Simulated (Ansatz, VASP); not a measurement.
## MgZn5S6 in VASP and in Ansatz

File INCAR:

```
SYSTEM = MgZn5S6
PREC = Accurate
ENCUT = 600
EDIFF = 1E-7
ISMEAR = 0
SIGMA = 0.1
LREAL = .False.
LASPH = .True.
NELM = 60
ALGO = Normal
ISIF = 3
LWAVE = .False.
LCHARG = .False.
GGA = PE
IBRION = 2
NSW = 90
EDIFFG = -0.04
```

KPOINTS

```
Automatic mesh
0
Gamma
  6 6 1
  0 0 0
```

File POSCAR:

```
MgZn5S6
1.0
    3.7942847900      0.0000000000      0.0000000000
   -1.8971423900      3.2859470100      0.0000000000
    0.0000000000      0.0000000000     18.6031299600
Mg Zn S
1 5 6
Direct
    0.3333333300      0.6666666700      0.1666699900
    0.0000000000      0.0000000000      0.0000000000
    0.0000000000      0.0000000000      0.5000000000
    0.6666666700      0.3333333300      0.6666699900
    0.6666666700      0.3333333300      0.3333300100
    0.3333333300      0.6666666700      0.8333300100
    0.0000000000      0.0000000000      0.1250000000
    0.0000000000      0.0000000000      0.6250000000
    0.3333333300      0.6666666700      0.2916699900
    0.6666666700      0.3333333300      0.7916699900
    0.6666666700      0.3333333300      0.4583300100
    0.3333333300      0.6666666700      0.9583300100
```

Input for Ansatz:

```yaml
crystal:
  lattice:
    - [3.79428479, 0.0, 0.0]
    - [-1.89714239, 3.28594701, 0.0]
    - [0.0, 0.0, 18.60312996]
  atoms:
    - { symbol: Mg, position: [0.33333333, 0.66666667, 0.16666999] }
    - { symbol: Zn, position: [0.0, 0.0, 0.0] }
    - { symbol: Zn, position: [0.0, 0.0, 0.5] }
    - { symbol: Zn, position: [0.66666667, 0.33333333, 0.66666999] }
    - { symbol: Zn, position: [0.66666667, 0.33333333, 0.33333001] }
    - { symbol: Zn, position: [0.33333333, 0.66666667, 0.83333001] }
    - { symbol: S, position: [0.0, 0.0, 0.125] }
    - { symbol: S, position: [0.0, 0.0, 0.625] }
    - { symbol: S, position: [0.33333333, 0.66666667, 0.29166999] }
    - { symbol: S, position: [0.66666667, 0.33333333, 0.79166999] }
    - { symbol: S, position: [0.66666667, 0.33333333, 0.45833001] }
    - { symbol: S, position: [0.33333333, 0.66666667, 0.95833001] }
basis:
  ecutwfc: 420
kpoints:
  mp_grid: { grid: [6, 6, 1] }
hamiltonian:
  xc: pbe
scf:
  occupations: { method: gaussian, width: 0.1 }
  lower_state_search: "off"
output:
  forces: true
  stress: true
  eigenvalues: true
relax:
  adjacent_minimum: "off"
  f_tol: 0.04
  max_steps: 70
  cell: { stress_tol: 0.4 }
```

Alike in both runs: task relaxation of cell and atoms; functional PBE; k mesh 6 × 6 × 1; occupations gaussian, width 0.1 eV; no spin polarisation.

```csv
,VASP,Ansatz
version,VASP 6.6.1,Ansatz 0.2.0
potentials or method,"VASP PAW PBE potentials, release 64 (Mg, Zn, S), cutoff 600 eV","scalar-relativistic, plane waves, PAW"
valence electrons in the cell,98,106
```

|  | VASP | Ansatz | Ansatz less VASP |
| --- | --- | --- | --- |
| gap on the k mesh at the Fermi level, each at its own relaxed structure (eV) | 2.11 | 2.11 | -0.001 |
| relaxed volume (Å³/atom) | 20.65 | 20.64 | -0.011 |
| relaxed cell length with the largest relative difference (Å) | 19.046 | 19.028 | -0.0181 |

VASP's potentials hold 98 valence electrons a cell and Ansatz's 106, so a difference there can come from the potentials and not from the codes.
